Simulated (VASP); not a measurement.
**HfC: electric field gradients with PBEsol**

The system is HfC.

```
Hf C
1.0
     0.00000    2.27754    2.27754
     2.27754    0.00000    2.27754
     2.27754    2.27754    0.00000
Hf C
1 1
Cartesian
  2.2775 2.2775 2.2775
  0.0000 0.0000 0.0000
```

| Property | Result |
| --- | --- |
| Program | VASP 6.6.1 |
| Task | electric field gradients |
| Functional | PBEsol |
| Potentials or basis | VASP PAW PBE potentials, release 64 (Hf_pv, C) |
| Cutoff | 520 eV |
| k mesh | 15 × 15 × 15 |
| Occupations | fermi-dirac, width 0.05 eV |
| Spin | no spin polarisation |
| Dipole correction | no |
| Further INCAR settings | ALGO = Normal; EDIFF = 1e-08; NBANDS = 14 |

| Quantity | Value |
| --- | --- |
| Pressure | 8.9 GPa |
| Band gap on the k mesh | zero (bands 7 and 8 overlap by 1.48 eV) |
| Largest electric field gradient by atom | zero within the noise of the run |

Levels at points of the mesh, in eV from the Fermi level:
```csv
k point,band 4,band 5,band 6,band 7,band 8,band 9,band 10,band 11
"(0.00, 0.00, 0.00)",-12.57,1.09,1.09,1.09,1.39,1.39,1.39,3.59
```

It took 53 s on 1 thread of Intel Xeon 8259CL, with other jobs on the host, peak memory 0.17 GiB.

Caveat: the cell stands under pressure; the PAW data sets were made with another functional, which shifts forces and pressure a little; spin-orbit coupling is left out, which moves the levels of the heavy elements.
